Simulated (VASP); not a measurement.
# C (P6_3/mmc) in VASP: further runs, part 2 of 2

VASP 6.6.1. The steps go on from the part before.

## Step 3: Single point, PBEsol (strained cell)

Contents of INCAR:

```
SYSTEM = C
PREC = Accurate
ENCUT = 520
EDIFF = 1E-6
ISMEAR = 0
SIGMA = 0.02
LREAL = .False.
LASPH = .True.
NELM = 100
ALGO = Normal
ISIF = 2
LWAVE = .False.
LCHARG = .False.
GGA = PS
NBANDS = 16
```

Contents of KPOINTS:

```
Automatic mesh
0
Gamma
  9 9 6
  0 0 0
```

Contents of POSCAR:

```
C
1.0
    2.4612466108      0.0000000000      0.0000000000
   -1.2306233054      2.1315020900      0.0000000000
    0.0000000000      0.0000000000      4.1980341080
C
4
Direct
    0.3333333333      0.6666666667      0.0000291829
    0.6666666667      0.3333333333      0.5000291829
    0.3333333333      0.6666666667      0.3739708171
    0.6666666667      0.3333333333      0.8739708171
```

Potentials or basis: VASP PAW PBE potentials, release 64 (C).

Launch:

```
$ cat potpaw_PBE.64/C/POTCAR > POTCAR
$ mpirun -np 1 vasp_std > vasp.out
```

It took 14 s on 1 thread of AMD EPYC 7R43 (Zen 3), shared host; peak memory 0.09 GiB.

It converged, with:

* Free energy: -38.3493 eV
* Pressure: 11.4 GPa
* Largest force: 0.015 eV/Å
* Band gap on the k mesh: 2.90 eV (least direct gap 4.69 eV)

Forces on the atoms (eV/Å):
```
C    0.000  0.000  0.015
C    0.000  0.000  0.015
C    0.000  0.000 -0.015
C    0.000  0.000 -0.015
```

Stress tensor (GPa, compression positive):
```
 22.23   0.00   0.00
  0.00  22.23   0.00
  0.00   0.00 -10.33
```

Levels at points of the mesh, in eV from the valence-band top:
```
           k point  band 6  band 7  band 8  band 9  band 10  band 11
(0.00, 0.00, 0.00)   -0.59    0.00    0.00    4.69     5.24     5.24
(0.00, 0.00, 0.50)   -1.75   -1.75   -1.75    7.45     7.45     7.45
```

Caveat: the cell differs from its parent crystal (strained cell); the stress differs along the axes, from -10 to 22 GPa; the PAW data sets were made with another functional, which shifts forces and pressure a little.

## Step 4: Single point, PBEsol (strained cell)

Edit INCAR of step 3 so:

```diff
@@ -8,3 +8,3 @@
 LASPH = .True.
-NELM = 100
+NELM = 60
 ALGO = Normal
```

Contents of KPOINTS:

```
regular mesh
0
Gamma
  9 9 6
  0 0 0
```

Contents of POSCAR:

```
C
1.0
    2.4612466108      0.0000000000      0.0000000000
   -1.2306233054      2.1315020900      0.0000000000
    0.0000000000      0.0000000000      4.1652711190
C
4
Direct
    0.3333333333      0.6666666667      0.0000560326
    0.6666666667      0.3333333333      0.5000560326
    0.3333333333      0.6666666667      0.3739439674
    0.6666666667      0.3333333333      0.8739439674
```

Potentials or basis: VASP PAW PBE potentials, release 64 (C).

Launch:

```
$ cat potpaw_PBE.64/C/POTCAR > POTCAR
$ mpirun -np 1 vasp_std > vasp.out
```

OUTCAR:

```text
SYSTEM = C
   PREC = Accurate
   ENCUT = 520
   EDIFF = 1E-6
   ISMEAR = 0
   LREAL = .False.
   LASPH = .True.
   NELM = 60
   ISIF = 2
   GGA = PS

 ion  position               nearest neighbor table
   1  0.333  0.667  0.000-   4 1.51   4 1.51   4 1.51   3 1.56
   2  0.667  0.333  0.500-   3 1.51   3 1.51   3 1.51   4 1.56
   3  0.333  0.667  0.374-   2 1.51   2 1.51   2 1.51   1 1.56
   4  0.667  0.333  0.874-   1 1.51   1 1.51   1 1.51   2 1.56

  LATTYP: Found a hexagonal cell.
[... 649 lines left out ...]
     15      26.8243      0.00000
     16      26.8243      0.00000

 [... further k-points ...]
[... 5 lines left out ...]
  --------------------------------------------------------------------------------------
  -------------------------------------------------------------------------------------
  Total        3.0822166      3.0822166      0.0324366      0.0000000      0.0000000     -0.0000000
  in kB      225.9901769    225.9901770      2.3782760      0.0000000      0.0000000     -0.0000000
  external PRESSURE =     151.4528766 kB  Pullay stress =       0.0000000 kB

 VOLUME and BASIS-vectors are now :
 -----------------------------------------------------------------------------
  energy-cutoff  :      520.00
  volume of cell :       21.85
      direct lattice vectors                 reciprocal lattice vectors
     2.461246611  0.000000000  0.000000000     0.406298172  0.234576359  0.000000000
    -1.230623305  2.131502090  0.000000000     0.000000000  0.469152718  0.000000000
     0.000000000  0.000000000  4.165271119     0.000000000  0.000000000  0.240080410

 POSITION                                       TOTAL-FORCE (eV/Angst)
 -----------------------------------------------------------------------------------
     -0.00000      1.42100      0.00023        -0.000000      0.000000      0.012360
      1.23062      0.71050      2.08287        -0.000000     -0.000000      0.012360
     -0.00000      1.42100      1.55758         0.000000      0.000000     -0.012360
      1.23062      0.71050      3.64021        -0.000000     -0.000000     -0.012360
 -----------------------------------------------------------------------------------
    total drift:                               -0.000000      0.000000      0.000002

  FREE ENERGIE OF THE ION-ELECTRON SYSTEM (eV)
  ---------------------------------------------------
  free  energy   TOTEN  =       -38.3544611742 eV

  energy  without entropy=      -38.3544611742  energy(sigma->0) =      -38.35446117
```

OSZICAR:

```text
N       E                     dE             d eps       ncg     rms          rms(c)
DAV:   1     0.192401267122E+02    0.19240E+02   -0.82022E+03  1536   0.968E+02
DAV:   2    -0.381321481081E+02   -0.57372E+02   -0.53364E+02  2192   0.192E+02
DAV:   3    -0.398415913165E+02   -0.17094E+01   -0.17060E+01  1856   0.282E+01
DAV:   4    -0.398470531817E+02   -0.54619E-02   -0.54613E-02  1952   0.201E+00
DAV:   5    -0.398470804872E+02   -0.27305E-04   -0.27305E-04  1848   0.121E-01    0.830E+00
DAV:   6    -0.387385058238E+02    0.11086E+01   -0.66023E-01  1832   0.515E+00    0.490E+00
DAV:   7    -0.383538118868E+02    0.38469E+00   -0.75300E-01  1920   0.568E+00    0.103E+00
DAV:   8    -0.383544053072E+02   -0.59342E-03   -0.15363E-02  1648   0.840E-01    0.429E-02
DAV:   9    -0.383544429811E+02   -0.37674E-04   -0.68002E-05  2032   0.694E-02    0.285E-02
DAV:  10    -0.383544616464E+02   -0.18665E-04   -0.94840E-06  1680   0.254E-02    0.843E-03
DAV:  11    -0.383544611742E+02    0.47215E-06   -0.34899E-07  1536   0.497E-03
   1 F= -.38354461E+02 E0= -.38354461E+02  d E =-.432598E-34
```

It took 14 s on 1 thread of AMD EPYC 7R43 (Zen 3), shared host; peak memory 0.09 GiB.

What came out:

```
Free energy            : -38.3545 eV
Pressure               : 15.1 GPa
Largest force          : 0.012 eV/Å
Band gap on the k mesh : 2.87 eV (least direct gap 4.93 eV)
```

Forces on the atoms (eV/Å):
```
C    0.000  0.000  0.012
C    0.000  0.000  0.012
C    0.000  0.000 -0.012
C    0.000  0.000 -0.012
```

Stress tensor (GPa, compression positive):
```
22.60  0.00  0.00
 0.00 22.60  0.00
 0.00  0.00  0.24
```

Caveat: the cell differs from its parent crystal (strained cell); the stress differs along the axes, from 0 to 23 GPa; the PAW data sets were made with another functional, which shifts forces and pressure a little. A k mesh can miss the band edges.

## Step 5: The runs side by side

```tsv
cell	gap on the mesh (eV)	pressure (GPa)	largest force (eV/Å)
a = 2.461, b = 2.461, c = 4.073 Å, angles 90.0, 90.0, 120.0°, 4 atoms, atomic positions A	2.85	27.0	-
a = 2.461, b = 2.461, c = 4.198 Å, angles 90.0, 90.0, 120.0°, 4 atoms, atomic positions B	2.90	11.4	0.02
a = 2.461, b = 2.461, c = 4.165 Å, angles 90.0, 90.0, 120.0°, 4 atoms, atomic positions B	2.87	15.1	0.01
```

Alike in all rows: task single point; level PBEsol; potentials or basis VASP PAW PBE potentials, release 64 (C); no spin polarisation; k mesh 9 × 9 × 6; cutoff (eV) 520; smearing gaussian 0.02 eV.

Caveats: the PAW data sets were made with another functional, which shifts forces and pressure a little; the stress differs along the axes, from 24 to 33 GPa (at least some runs); the stress differs along the axes, from -10 to 22 GPa (at least some runs); the stress differs along the axes, from 0 to 23 GPa (at least some runs).

Total energies depend on the potentials used, so only differences within one code and one set of settings carry meaning.
